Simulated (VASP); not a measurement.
Here is a VASP 6.6.1 calculation.

File INCAR:

```
SYSTEM = RbBiTe6
ALGO     = Normal         ! electronic algorithm
EDIFF    = 1E-7           ! SCF threshold, eV
ENCUT    = 520            ! plane-wave cutoff, eV
GGA      = PE             ! functional
ISIF     = 2              ! what is computed and relaxed
ISMEAR   = -1             ! smearing method
LASPH    = .True.         ! aspherical terms in the spheres
LCHARG   = .True.         ! write CHGCAR
LELF     = .True.         ! ELF
LREAL    = .False.        ! projectors in reciprocal space
LVHAR    = .True.       
LWAVE    = .False.        ! write WAVECAR
NBANDS   = 40             ! bands
NELM     = 60             ! most SCF steps
PREC     = Accurate       ! precision mode
SIGMA    = 0.0476         ! smearing width, eV
```

File KPOINTS:

```
k-points
0
Gamma
  6 6 6
  0 0 0
```

File POSCAR:

```
RbBiTe6
1.0
    4.7756770000      2.7572350000      3.2568610000
   -4.7756770000      2.7572350000      3.2568610000
    0.0000000000     -5.5144830000      3.2568610000
Bi Rb Te
1 1 6
Direct
    0.0000000000      0.0000000000      0.0000000000
    0.5000000000      0.5000000000      0.5000000000
    0.7160000000      0.7890000000      0.1030000000
    0.1030000000      0.7160000000      0.7890000000
    0.7890000000      0.1030000000      0.7160000000
    0.2840000000      0.2110000000      0.8970000000
    0.8970000000      0.2840000000      0.2110000000
    0.2110000000      0.8970000000      0.2840000000
```

Potentials or basis: VASP PAW PBE potentials, release 64 (Bi_d, Rb_sv, Te).

Command:

```sh
$ cat potpaw_PBE.64/Bi_d/POTCAR potpaw_PBE.64/Rb_sv/POTCAR potpaw_PBE.64/Te/POTCAR > POTCAR
$ mpirun -np 1 vasp_std > vasp.out
```

Question: What does it give for the band gap on the k mesh?

Answer: Zero (bands 30 and 31 overlap by 0.84 eV).

Question: Predict the pressure.

Answer: 35.6 GPa.

Question: Predict the largest force.

Answer: 11.833 eV/Å.

Forces on the atoms (eV/Å):
```
Bi   0.000  0.000  0.000
Rb   0.000  0.000  0.000
Te  -1.735 -9.646 -6.631
Te   9.221  3.320 -6.631
Te  -7.486  6.326 -6.631
Te   1.735  9.646  6.631
Te  -9.221 -3.320  6.631
Te   7.486 -6.326  6.631
```

Caveat: the cell stands under pressure; spin-orbit coupling is left out, which moves the levels of the heavy elements; forces of over 1 eV/Å act on the atoms, so gaps and moduli don't describe the material at rest.
